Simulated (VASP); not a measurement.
Write the native input for VASP 6.6.1 that does the following.

```
Task                   : single point
Functional             : PBEsol
Potentials or basis    : VASP PAW PBE potentials, release 64 (Si, Ni, C)
Cutoff                 : 520 eV
k mesh                 : 8 × 8 × 1
Occupations            : gaussian, width 0.1 eV
Spin                   : no spin polarisation
Dipole correction      : yes
Further INCAR settings : ALGO = Normal; EDIFF = 1e-06; NBANDS = 40
```

The structure of Si6Ni3C lies in POSCAR:

```
Si6Ni3C
1.0
    3.8123023665      0.0000000000      0.0000000000
    0.0000000000      3.8123023665      0.0000000000
    0.0000000000      0.0000000000     25.7392621383
Si Ni C
6 3 1
Direct
    0.5000000000      0.0000000000      0.3302347967
    0.0000000000      0.5000000000      0.3302347967
    0.0000000000      0.5000000000      0.4349660373
    0.5000000000      0.0000000000      0.4349660373
    0.5000000000      0.0000000000      0.5399667099
    0.0000000000      0.5000000000      0.5399667099
    0.5000000000      0.5000000000      0.3826004170
    0.0000000000      0.0000000000      0.4858687402
    0.5000000000      0.5000000000      0.5860609916
    0.5000000000      0.5000000000      0.6488583772
```

One way to write it, as run:

INCAR

```
SYSTEM = Si6Ni3C
PREC     = Accurate       ! precision mode
ENCUT    = 520            ! plane-wave cutoff, eV
EDIFF    = 1E-6           ! SCF threshold, eV
ISMEAR   = 0              ! smearing method
SIGMA    = 0.1            ! smearing width, eV
LREAL    = .False.        ! projectors in reciprocal space
LASPH    = .True.         ! aspherical terms in the spheres
NELM     = 60             ! most SCF steps
ALGO     = Normal         ! electronic algorithm
ISIF     = 2              ! what is computed and relaxed
LWAVE    = .False.        ! write WAVECAR
LCHARG   = .True.         ! write CHGCAR
LDIPOL   = .True.       
IDIPOL   = 3            
DIPOL    = 0.5 0.5 0.471
GGA      = PS             ! functional
LELF     = .True.         ! ELF
LVHAR    = .True.       
LVACPOTAV= .True.       
NBANDS   = 40             ! bands
```

KPOINTS

```
Automatic mesh
0
Gamma
  8 8 1
  0 0 0
```

Potentials or basis: VASP PAW PBE potentials, release 64 (Si, Ni, C).

Command:

```bash
$ cat potpaw_PBE.64/Si/POTCAR potpaw_PBE.64/Ni/POTCAR potpaw_PBE.64/C/POTCAR > POTCAR
$ mpirun -np 1 vasp_std > vasp.out
```

It gave:

The largest force is 1.026 eV/Å and the band gap on the k mesh is zero (bands 29 and 30 overlap by 2.01 eV).

Caveat: the PAW data sets were made with another functional, which shifts forces and pressure a little.

Wall time 6 min on 1 thread of AMD EPYC 9R45 96-Core Processor (Zen 5) (shared host), peak memory 0.46 GiB.
